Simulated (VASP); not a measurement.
# HC20 in VASP: notebook

HC20 is run at these levels: LDA; tasks: single point.

All numbers are computed with VASP 6.6.1; they aren't measurements. Logs are shortened: lines on timing, memory, paths and dates and some standing lists are left out, and cuts for length are marked.

## Step 1: The cell of the first run

The cell holds a slab with vacuum, 42 atoms: a = 7.202 Å, b = 8.468 Å, c = 22.792 Å, α = 90.00°, β = 90.00°, γ = 113.08°.

## Step 2: Single point, LDA

Input file INCAR:

```
ALGO     = Normal         # electronic algorithm
DIPOL    = 0.5 0.5 0.292
EDIFF    = 1E-7           # SCF threshold, eV
ENCUT    = 520            # plane-wave cutoff, eV
IDIPOL   = 3            
ISIF     = 2              # what is computed and relaxed
ISMEAR   = 0              # smearing method
LASPH    = T              # aspherical terms in the spheres
LCHARG   = T              # write CHGCAR
LDIPOL   = T            
LELF     = T              # ELF
LREAL    = Auto         
LVACPOTAV= T            
LVHAR    = T            
LWAVE    = F              # write WAVECAR
NBANDS   = 108            # bands
NELM     = 80             # most SCF steps
PREC     = Accurate       # precision mode
SIGMA    = 0.05           # smearing width, eV
```

Input file KPOINTS:

```
k-points
0
Gamma
  4 4 1
```

Input file POSCAR:

```
HC20
1.0
    7.2015518731      0.0000000000      0.0000000000
   -3.3194130427      7.7907812636      0.0000000000
    0.0000000000      0.0000000000     22.7916832250
C H
40 2
Direct
    0.2501129010      0.1667043003      0.1755026147
    0.2501129010      0.6667043003      0.1755026147
    0.7501129009      0.1667043003      0.1755026147
    0.7501129009      0.6667043003      0.1755026147
    0.2498870990      0.3332956997      0.1755026147
    0.2498870990      0.8332956997      0.1755026147
    0.7498870990      0.3332956997      0.1755026147
    0.7498870990      0.8332956997      0.1755026147
    0.2501129010      0.4167043003      0.2291325538
    0.2501129010      0.9167043003      0.2291325538
    0.7501129009      0.4167043003      0.2291325538
    0.7501129009      0.9167043003      0.2291325538
    0.2498870990      0.0832956997      0.2291325538
    0.2498870991      0.5832956997      0.2291325538
    0.7498870990      0.0832956997      0.2291325538
    0.7498870990      0.5832956997      0.2291325538
    0.2500458055      0.1676520614      0.2827258575
    0.2500458055      0.6676520614      0.2827258575
    0.7500458055      0.1676520614      0.2827258575
    0.7500458055      0.6676520614      0.2827258575
    0.2499541945      0.3323479386      0.2827258575
    0.2499541945      0.8323479386      0.2827258575
    0.7499541945      0.3323479386      0.2827258575
    0.7499541945      0.8323479386      0.2827258575
    0.2500622594      0.4183368654      0.3365410697
    0.2500622594      0.9183368654      0.3365410697
    0.7500622594      0.4183368654      0.3365410697
    0.7500622594      0.9183368654      0.3365410697
    0.2499377406      0.0816631346      0.3365410697
    0.2499377406      0.5816631346      0.3365410697
    0.7499377406      0.0816631346      0.3365410697
    0.7499377406      0.5816631346      0.3365410697
    0.2501903787      0.1771682769      0.3857408485
    0.2501903787      0.6771682769      0.3857408485
    0.7501903787      0.1771682769      0.3857408485
    0.7501903787      0.6771682769      0.3857408485
    0.2498096213      0.3228317231      0.3857408485
    0.2498096213      0.8228317231      0.3857408485
    0.7498096213      0.3228317231      0.3857408485
    0.7498096213      0.8228317231      0.3857408485
    0.9998096213      0.2844540147      0.4998175480
    0.9998096213      0.3612094315      0.4998175480
```

Potentials or basis: VASP PAW LDA potentials, release 64 (C, H).

Started as:

```sh
$ cat potpaw_LDA.64/C/POTCAR potpaw_LDA.64/H/POTCAR > POTCAR
$ mpirun -np 1 vasp_std > vasp.out
```

OUTCAR:

```text
EDIFF = 1E-7
   ENCUT = 520
   ISIF = 2
   ISMEAR = 0
   LASPH = T
   LREAL = Auto
   NELM = 80
   PREC = Accurate

 ion  position               nearest neighbor table
   1  0.250  0.167  0.176-   5 1.41  13 1.41
   2  0.250  0.667  0.176-   6 1.41  14 1.41
   3  0.750  0.167  0.176-   7 1.41  15 1.41
   4  0.750  0.667  0.176-   8 1.41  16 1.41
   5  0.250  0.333  0.176-   1 1.41   9 1.41
   6  0.250  0.833  0.176-   2 1.41  10 1.41
   7  0.750  0.333  0.176-   3 1.41  11 1.41
   8  0.750  0.833  0.176-   4 1.41  12 1.41
   9  0.250  0.417  0.229-  14 1.41   5 1.41  21 1.41
  10  0.250  0.917  0.229-  13 1.41   6 1.41  22 1.41
  11  0.750  0.417  0.229-  16 1.41   7 1.41  23 1.41
  12  0.750  0.917  0.229-  15 1.41   8 1.41  24 1.41
  13  0.250  0.083  0.229-  10 1.41   1 1.41  17 1.41
  14  0.250  0.583  0.229-   9 1.41   2 1.41  18 1.41
[... 16 lines left out ...]
  31  0.750  0.082  0.337-  35 1.38  28 1.38  19 1.43
  32  0.750  0.582  0.337-  36 1.38  27 1.38  20 1.43
  33  0.250  0.177  0.386-  37 1.23  29 1.38
  34  0.250  0.677  0.386-  38 1.23  30 1.38
  35  0.750  0.177  0.386-  39 1.23  31 1.38
  36  0.750  0.677  0.386-  40 1.23  32 1.38
  37  0.250  0.323  0.386-  33 1.23  25 1.38
  38  0.250  0.823  0.386-  34 1.23  26 1.38
  39  0.750  0.323  0.386-  35 1.23  27 1.38
  40  0.750  0.823  0.386-  36 1.23  28 1.38
  41  1.000  0.284  0.500-  42 0.65
  42  1.000  0.361  0.500-  41 0.65

  LATTYP: Found a simple monoclinic cell.
 ALAT       =     7.2015518731
 B/A-ratio  =     3.1648294182
 C/A-ratio  =     1.1759212235
 COS(beta)  =    -0.3919737412

  Lattice vectors:

 A1 = (   7.2015518731,   0.0000000000,   0.0000000000)
 A2 = (   0.0000000000,   0.0000000000, -22.7916832250)
 A3 = (  -3.3194130427,   7.7907812636,   0.0000000000)

Analysis of symmetry for initial positions (statically):
=====================================================================
 Subroutine PRICEL returns:
 Original cell was already a primitive cell.

 Routine SETGRP: Setting up the symmetry group for a
 simple monoclinic supercell.

 Subroutine GETGRP returns: Found  1 space group operations
 (whereof  1 operations were pure point group operations)
 out of a pool of  4 trial point group operations.

The static configuration has the point symmetry C_1 .

Analysis of symmetry for dynamics (positions and initial velocities):
=====================================================================
 Subroutine PRICEL returns:
 Original cell was already a primitive cell.

[... 183 lines left out ...]
   NELECT =     162.0000    total number of electrons
   NUPDOWN=      -1.0000    fix difference up-down
   EMIN   =  10.00;   EMAX   =-10.00  energy-range for DOS
   EFERMI =   0.00;   METHOD = LEGACY
   ISMEAR =     0;   SIGMA  =   0.05  broadening in eV -4-tet -1-fermi 0-gaus
   EFERMI_NEDOS =   21; number of points for ismear=-14 and -15
   IALGO  =     38    algorithm
   IMIX   =      4    mixing-type and parameters
     AMIX     =   0.40;   BMIX     =  1.00
     AMIX_MAG =   1.60;   BMIX_MAG =  1.00
  volume/ion in A,a.u.               =      30.45       205.46
  Fermi-wavevector in a.u.,A,eV,Ry     =   0.822215  1.553761  9.198046  0.676037
  Thomas-Fermi vector in A             =   1.933511
   LORBIT       =      0    0 simple, 1 ext, 2 COOP (PROOUT), +10 PAW based schemes
   GGA     = CA    functional components
   LHFCALC =     F    Hartree Fock is set to
   AEXX    =    0.0000 exact exchange contribution
   IVDW    =     0    specifies the selected vdW correction
   LEPSILON=     F    determine dielectric tensor
   LRPA    =     F    only Hartree local field effects (RPA)
 non-spin polarized calculation
 Gauss-broadening in eV      SIGMA  =   0.05
  energy-cutoff  :      520.00
  volume of cell :     1278.74
 maximum number of plane-waves:     34461
 NGX is ok and might be reduce to    54
   NGX = 27   NGY = 31   NGZ = 85

 dipolmoment           0.000000      0.000000      0.200989 electrons x Angstroem

 number of electron     162.0000011 magnetization

 dipolmoment           0.000000      0.000000     -0.281295 electrons x Angstroem

 Free energy of the ion-electron system (eV)
  ---------------------------------------------------
  ext. energy  EPLUGINS =         0.00000000
  ---------------------------------------------------
  free energy    TOTEN  =      -369.38972938 eV

  energy without entropy =     -369.37208234  energy(sigma->0) =     -369.38090586

 E-fermi :  -3.3655     XC(G=0):  -3.8219

 val. band max:       -3.3960500656   @ k =   0.2500   0.0000   0.0000
 cond. band min:      -3.3578152395   @ k =   0.5000   0.2500   0.0000
 fundamental gap:      0.0382348260
 Fermi energy:        -3.3654674395

 k-point     1 :       0.0000    0.0000    0.0000
  band No.  band energies     occupation
      1     -22.1243      2.00000
      2     -21.7959      2.00000
      3     -20.7338      2.00000
      4     -20.5876      2.00000
      5     -20.4594      2.00000
      6     -20.3086      2.00000
[... 949 lines left out ...]
     92      -0.4480      0.00000
     93      -0.4473      0.00000
 [bands above 93 left out]

------------------------ aborting loop because EDIFF is reached ----------------------------------------

  FORCE on cell =-STRESS in cart. coord.  units (eV):
  Direction    XX          YY          ZZ          XY          YZ          ZX
  --------------------------------------------------------------------------------------
  -------------------------------------------------------------------------------------
  Total       -0.8104001     -2.1715197     -9.0222096      0.0892405      0.0546196      0.0808846
  in kB       -1.0153752     -2.7207639    -11.3042041      0.1118122      0.0684346      0.1013428
  external PRESSURE =      -5.0134478 kB  Pullay stress =       0.0000000 kB

 VOLUME and BASIS-vectors are now :
 -----------------------------------------------------------------------------
  energy-cutoff  :      520.00
  volume of cell :     1278.74
      direct lattice vectors                 reciprocal lattice vectors
     7.201551873  0.000000000  0.000000000     0.138858960  0.059163545  0.000000000
    -3.319413043  7.790781264  0.000000000     0.000000000  0.128356832  0.000000000
     0.000000000  0.000000000 22.791683225     0.000000000  0.000000000  0.043875654

 POSITION                                       TOTAL-FORCE (eV/Angst)
 -----------------------------------------------------------------------------------
      1.24784      1.29876      4.00000        -2.681308      6.310834      1.103331
     -0.41187      5.19415      4.00000        -2.684878      6.309396      1.104303
      4.84862      1.29876      4.00000        -2.682711      6.311225      1.103458
      3.18891      5.19415      4.00000        -2.684826      6.310235      1.104412
      0.69323      2.59663      4.00000         2.681063     -6.311577      1.104334
     -0.96648      6.49202      4.00000         2.685091     -6.308761      1.103469
[... 34 lines left out ...]
      6.25596      2.21612     11.39168         2.198575     -5.100356      0.008326
      6.00118      2.81410     11.39168        -2.167460      5.123548      0.017222
 -----------------------------------------------------------------------------------
    total drift:                                0.000170     -0.000194     -0.043766

  FREE ENERGIE OF THE ION-ELECTRON SYSTEM (eV)
  ---------------------------------------------------
  free  energy   TOTEN  =      -369.3897293842 eV

  energy  without entropy=     -369.3720823411  energy(sigma->0) =     -369.38090586

 vacuum level on the upper side and lower side of the slab         2.400         3.307
```

It took 52 min on 1 thread of Intel Xeon 6975P-C (Granite Rapids), shared host; peak memory 1.3 GiB.

What came out:

```
Free energy            : -369.3897 eV
Largest force          : 6.946 eV/Å
Band gap on the k mesh : 0.01 eV
```

Forces on the atoms (eV/Å):
```
C   -2.681  6.311  1.103
C   -2.685  6.309  1.104
C   -2.683  6.311  1.103
C   -2.685  6.310  1.104
C    2.681 -6.312  1.104
C    2.685 -6.309  1.103
C    2.683 -6.312  1.103
C    2.684 -6.310  1.105
C   -0.172  0.414 -1.182
C   -0.174  0.414 -1.183
C   -0.172  0.413 -1.182
C   -0.174  0.413 -1.184
C    0.172 -0.413 -1.183
C    0.174 -0.414 -1.183
C    0.173 -0.412 -1.183
C    0.174 -0.414 -1.184
C    0.002 -0.014  0.009
C    0.001 -0.011  0.011
C    0.002 -0.009  0.007
C    0.000 -0.010  0.011
C   -0.001  0.009  0.011
C   -0.001  0.009  0.012
C    0.002  0.012  0.006
C   -0.001  0.010  0.012
C   -0.015  0.051  0.018
C   -0.011  0.050  0.009
C   -0.007  0.038  0.013
C   -0.011  0.045  0.005
C    0.009 -0.038  0.006
C    0.012 -0.049  0.007
C    0.006 -0.040  0.014
C    0.008 -0.048  0.007
C    0.032 -0.061  0.069
C    0.033 -0.061  0.068
C    0.017 -0.058  0.039
C    0.036 -0.061  0.059
C   -0.026  0.045  0.054
C   -0.035  0.055  0.057
C   -0.047  0.048  0.040
C   -0.035  0.062  0.061
H    2.199 -5.100  0.008
H   -2.167  5.124  0.017
```

Caveat: the smearing spreads over this small gap.

## Step 3: Single point, LDA

Input file INCAR:

```
SYSTEM = HC20
PREC = Accurate
ENCUT = 520
EDIFF = 1E-6
ISMEAR = 0
SIGMA = 0.05
LREAL = Auto
LASPH = .True.
NELM = 80
ALGO = Normal
ISIF = 2
LWAVE = .False.
LCHARG = .True.
LDIPOL = .True.
IDIPOL = 3
DIPOL = 0.5 0.5 0.292
LELF = .True.
LVHAR = .True.
LVACPOTAV = .True.
NBANDS = 108
```

Input file KPOINTS:

```
regular mesh
0
Gamma
  4 4 1
  0 0 0
```

Edit POSCAR of step 2 so:

```diff
@@ -48,3 +48,3 @@
     0.7498096213      0.8228317231      0.3857408485
-    0.9998096213      0.2844540147      0.4998175480
-    0.9998096213      0.3612094315      0.4998175480
+    0.9998096213      0.2531023790      0.4998175480
+    0.9998096213      0.3925610672      0.4998175480
```

Potentials or basis: VASP PAW LDA potentials, release 64 (C, H).

Started as:

```sh
$ cat potpaw_LDA.64/C/POTCAR potpaw_LDA.64/H/POTCAR > POTCAR
$ mpirun -np 1 vasp_std > vasp.out
```

Wall time 45 min (1 thread of Intel Xeon 6975P-C (Granite Rapids), shared host); peak memory 1.3 GiB.

The run converged. Its results:

```
Free energy            : -368.3358 eV
Largest force          : 6.944 eV/Å
Band gap on the k mesh : 0.01 eV
```

Forces on the atoms (eV/Å):
```
C   -2.677  6.309  1.104
C   -2.686  6.304  1.105
C   -2.681  6.309  1.104
C   -2.685  6.307  1.106
C    2.677 -6.310  1.106
C    2.687 -6.303  1.104
C    2.681 -6.310  1.104
C    2.684 -6.306  1.106
C   -0.170  0.414 -1.183
C   -0.174  0.413 -1.184
C   -0.169  0.411 -1.182
C   -0.174  0.411 -1.187
C    0.169 -0.410 -1.183
C    0.174 -0.412 -1.184
C    0.172 -0.409 -1.183
C    0.173 -0.412 -1.185
C    0.003 -0.020  0.008
C    0.001 -0.011  0.012
C    0.004 -0.008  0.003
C    0.000 -0.009  0.013
C   -0.001  0.007  0.012
C   -0.001  0.008  0.014
C    0.005  0.013  0.002
C   -0.001  0.009  0.014
C   -0.022  0.053  0.029
C   -0.010  0.050  0.008
C   -0.004  0.025  0.018
C   -0.011  0.040  0.001
C    0.007 -0.020  0.000
C    0.014 -0.050  0.005
C    0.002 -0.028  0.018
C    0.005 -0.046  0.004
C    0.042 -0.086  0.081
C    0.034 -0.077  0.079
C    0.006 -0.075  0.019
C    0.044 -0.077  0.060
C   -0.023  0.041  0.046
C   -0.043  0.067  0.057
C   -0.066  0.056  0.023
C   -0.041  0.080  0.066
H   -1.709  4.123  0.014
H    1.767 -4.069  0.028
```

Levels at points of the mesh, in eV from the valence-band top:
| k point | band 79 | band 80 | band 81 | band 82 | band 83 | band 84 |
| --- | --- | --- | --- | --- | --- | --- |
| (0.00, 0.00, 0.00) | -0.82 | -0.20 | -0.04 | 0.01 | 0.51 | 0.62 |
| (0.50, 0.00, 0.00) | -0.97 | -0.13 | -0.12 | 0.17 | 0.18 | 0.80 |
| (0.00, 0.50, 0.00) | -1.10 | -1.09 | -1.09 | 0.62 | 0.63 | 0.65 |
| (0.50, 0.50, 0.00) | -1.18 | -0.79 | -0.79 | 0.50 | 0.51 | 0.76 |

Caveat: the smearing spreads over this small gap.

## Step 4: Single point, LDA

Input file INCAR:

```
  PREC = Accurate
  ENCUT = 520
  EDIFF = 1E-6
  ISMEAR = 0
  SIGMA = 0.05
  LREAL = Auto
  LASPH = T
  NELM = 60
  ALGO = Normal
  ISIF = 2
  LWAVE = F
  LCHARG = F
  LDIPOL = T
  IDIPOL = 3
  DIPOL = 0.5 0.5 0.291
  NBANDS = 108
```

Input file KPOINTS:

```
regular mesh
0
Gamma
  4 4 1
```

Edit POSCAR of step 3 so:

```diff
@@ -48,3 +48,3 @@
     0.7498096213      0.8228317231      0.3857408485
-    0.9998096213      0.2531023790      0.4998175480
-    0.9998096213      0.3925610672      0.4998175480
+    0.9998096213      0.2785497518      0.4756859385
+    0.9998096213      0.3671136943      0.4756859385
```

Started as:

```sh
$ cat potpaw_LDA.64/C/POTCAR potpaw_LDA.64/H/POTCAR > POTCAR
$ mpirun -np 1 vasp_std > vasp.out
```

It took 39 min on 1 thread of Intel Xeon 6975P-C (Granite Rapids), shared host; peak memory 1.3 GiB.

Results (log left out):

```yaml
Free_energy: -369.5912 eV
Largest_force: 6.941 eV/Å
Band_gap_on_the_k_mesh: 0.01 eV
```

Forces in eV/Å, atoms in the order of the input:
```
C   -2.670  6.305  1.104
C   -2.691  6.301  1.109
C   -2.677  6.303  1.104
C   -2.688  6.302  1.108
C    2.669 -6.309  1.109
C    2.692 -6.297  1.104
C    2.677 -6.305  1.104
C    2.686 -6.303  1.109
C   -0.167  0.412 -1.184
C   -0.175  0.410 -1.186
C   -0.166  0.409 -1.181
C   -0.175  0.408 -1.191
C    0.166 -0.406 -1.185
C    0.174 -0.410 -1.186
C    0.174 -0.404 -1.184
C    0.173 -0.410 -1.188
C    0.004 -0.026  0.007
C   -0.001 -0.010  0.010
C    0.008  0.001 -0.003
C    0.001 -0.009  0.014
C   -0.003  0.006  0.012
C   -0.001  0.005  0.016
C    0.015  0.010 -0.006
C   -0.003  0.009  0.016
C   -0.031  0.050  0.038
C   -0.012  0.049  0.011
C   -0.003  0.011  0.027
C   -0.013  0.026 -0.002
C    0.010 -0.002 -0.005
C    0.017 -0.044  0.004
C   -0.001 -0.015  0.027
C   -0.002 -0.038  0.004
C    0.049 -0.100  0.078
C    0.039 -0.076  0.080
C   -0.087 -0.117 -0.088
C    0.048 -0.089  0.058
C    0.029  0.029 -0.001
C   -0.045  0.065  0.048
C   -0.160  0.026 -0.082
C   -0.045  0.092  0.063
H    0.301 -0.387  0.145
H   -0.113  0.528  0.164
```

Levels at points of the mesh, in eV from the valence-band top:
```
           k point  band 77  band 78  band 79  band 80  band 81  band 82  band 83  band 84  band 85  band 86
(0.00, 0.00, 0.00)    -1.00    -0.92    -0.82    -0.20    -0.03     0.01     0.50     0.62     0.70     0.97
(0.50, 0.00, 0.00)    -1.33    -0.98    -0.97    -0.13    -0.12     0.17     0.18     0.80     0.85     1.06
(0.00, 0.50, 0.00)    -1.41    -1.10    -1.10    -1.09    -1.09     0.62     0.63     0.65     0.65     1.45
(0.50, 0.50, 0.00)    -1.28    -1.18    -1.17    -0.79    -0.79     0.50     0.51     0.76     0.77     1.34
```

Caveat: the smearing spreads over this small gap.

## Step 5: Single point, LDA

Input file INCAR:

```
SYSTEM = HC20
  PREC = Accurate
  ENCUT = 520
  EDIFF = 1E-6
  ISMEAR = 0
  SIGMA = 0.05
  LREAL = Auto
  LASPH = .TRUE.
  NELM = 80
  ALGO = Normal
  ISIF = 2
  LWAVE = .FALSE.
  LCHARG = .FALSE.
  LDIPOL = .TRUE.
  IDIPOL = 3
  DIPOL = 0.5 0.5 0.289
  GGA = CA
  NBANDS = 108
```

Input file KPOINTS:

```
Automatic mesh
0
G
  4 4 1
  0 0 0
```

Edit POSCAR of step 4 so:

```diff
@@ -48,3 +48,3 @@
     0.7498096213      0.8228317231      0.3857408485
-    0.9998096213      0.2785497518      0.4756859385
-    0.9998096213      0.3671136943      0.4756859385
+    0.9998096213      0.1663687580      0.4335653110
+    0.9998096213      0.4792946882      0.4335653110
```

Started as:

```sh
$ cat potpaw_LDA.64/C/POTCAR potpaw_LDA.64/H/POTCAR > POTCAR
$ mpirun -np 1 vasp_std > vasp.out
```

Run time: 2.1 h. Hardware: 1 thread of Intel Xeon 8259CL, shared host; peak memory 1.3 GiB.

The run converged. Its results:

```
Free energy            : -366.5471 eV
Largest force          : 7.285 eV/Å
Band gap on the k mesh : zero (filled and empty bands touch)
```

Forces on the atoms (eV/Å):
```
C   -2.773  6.581  1.051
C   -2.727  6.533  1.044
C   -2.756  6.512  1.154
C   -2.779  6.632  1.167
C    2.804 -6.577  1.080
C    2.710 -6.582  1.086
C    2.774 -6.468  1.111
C    2.756 -6.640  1.178
C   -0.216  0.496 -1.115
C   -0.167  0.483 -1.096
C   -0.215  0.403 -1.208
C   -0.158  0.433 -1.199
C    0.210 -0.479 -1.130
C    0.212 -0.465 -1.113
C    0.164 -0.403 -1.189
C    0.180 -0.446 -1.205
C   -0.023  0.016 -0.021
C    0.104 -0.102 -0.006
C    0.072 -0.283 -0.111
C    0.014 -0.010 -0.050
C   -0.007  0.020 -0.021
C   -0.077  0.052 -0.133
C   -0.161  0.196 -0.043
C    0.009  0.031 -0.057
C   -0.089  0.489 -0.188
C    0.096  0.135 -0.022
C   -0.188 -0.288 -0.703
C   -0.052  0.155  0.004
C    0.124 -0.508 -0.254
C    0.180 -0.058 -0.409
C   -0.596  0.125 -0.662
C    0.057 -0.198  0.015
C   -0.019 -1.059  0.635
C   -0.403 -1.574  0.750
C    3.393 -3.436  1.468
C    0.132 -0.191  0.192
C   -0.945  1.180  0.412
C   -0.379  1.039  0.278
C    0.316  4.496  1.491
C    0.005  0.285  0.194
H   -0.890 -0.296 -1.280
H   -0.691 -0.227 -1.096
```

Levels at points of the mesh, in eV from the Fermi level:
```tsv
k point	band 79	band 80	band 81	band 82	band 83	band 84
(0.00, 0.00, 0.00)	-0.56	-0.33	-0.08	-0.01	0.53	0.62
(0.50, 0.00, 0.00)	-0.60	-0.20	-0.01	0.10	0.21	0.60
(0.00, 0.50, 0.00)	-1.09	-1.07	-0.21	0.46	0.56	0.63
(0.50, 0.50, 0.00)	-0.79	-0.77	-0.29	0.44	0.55	0.66
```

## Step 6: Overview

```csv
cell,gap on the mesh (eV),largest force (eV/Å)
"as given, atomic positions A",0.01,6.95
"as given, atomic positions B",0.01,6.94
"as given, atomic positions C",0.01,6.94
"as given, atomic positions D",none,7.28
```

Alike in all rows: task single point; level LDA; potentials or basis VASP PAW LDA potentials, release 64 (C, H); no spin polarisation; k mesh 4 × 4 × 1; cutoff (eV) 520; smearing gaussian 0.05 eV.

Caveats: the smearing spreads over this small gap (at least some runs).

Absolute energies hang on the potentials; compare differences alone.

The gap in the log of VASP goes by the Fermi energy; the results here count the filled bands.